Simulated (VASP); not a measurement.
The system is SiGe2.

```
Si Ge
1.0
    -2.94801    2.94801    2.52935
     2.94801   -2.94801    2.52935
     2.94801    2.94801   -2.52935
Si Ge
2 4
Cartesian
  0.0000 0.0000 1.2647
  0.0000 0.0000 3.7940
  2.0297 0.9183 2.5294
  -0.9183 2.0297 2.5294
  0.9183 2.0297 0.0000
  3.8663 0.9183 0.0000
```

| Property | Result |
| --- | --- |
| Program | VASP 6.6.1 |
| Task | relaxation of cell and atoms |
| Functional | PBE |
| Potentials or basis | VASP PAW PBE potentials, release 64 (Si, Ge_d) |
| Cutoff | 600 eV |
| k mesh | 4 × 4 × 4 |
| Occupations | gaussian, width 0.1 eV |
| Spin | no spin polarisation |

At the start: pressure 24.9 GPa; volume 14.65 Å³/atom.

Task: Where does the relaxation end?

Result: Over 9 steps the energy falls by 246.4 meV/atom and the volume is 18.29 Å³/atom (+24.8 %); space group I4/mcm (No. 140, to 0.05 Å).

Step by step:
```
step  energy change (eV)  largest force (eV/Å)  pressure (GPa)  volume (Å³)
   1              0.0000                0.7245           24.86        87.93
   2             -1.2637                0.2267           -5.12       120.13
   3             -1.4346                0.2852           -0.21       109.60
   4             -1.4345                0.2812           -0.41       110.07
   5             -1.4552                0.2184           -0.20       109.79
   6             -1.4758                0.0125            0.41       109.04
   7             -1.4767                0.0607            0.24       109.20
   8             -1.4768                0.0488            0.24       109.16
   9             -1.4783                0.0192           -0.02       109.71
```

Final structure:
```cif
data_structure
_symmetry_space_group_name_H-M 'P 1'
_symmetry_Int_Tables_number 1
_cell_length_a 5.2674
_cell_length_b 5.2674
_cell_length_c 5.2674
_cell_angle_alpha 104.558
_cell_angle_beta 104.558
_cell_angle_gamma 119.821
_cell_volume 109.71
loop_
_atom_site_label
_atom_site_type_symbol
_atom_site_fract_x
_atom_site_fract_y
_atom_site_fract_z
_atom_site_occupancy
Si1 Si 0.25000 0.25000 0.00000 1
Si2 Si 0.75000 0.75000 0.00000 1
Ge1 Ge 0.64744 0.85256 0.50000 1
Ge2 Ge 0.85256 0.35256 0.20512 1
Ge3 Ge 0.35256 0.14744 0.50000 1
Ge4 Ge 0.14744 0.64744 0.79488 1
```

Caveat: the k points lie up to 0.38 Å⁻¹ apart in the final cell; the volume moved by over 15 % at a fixed basis, so the end points are rough.
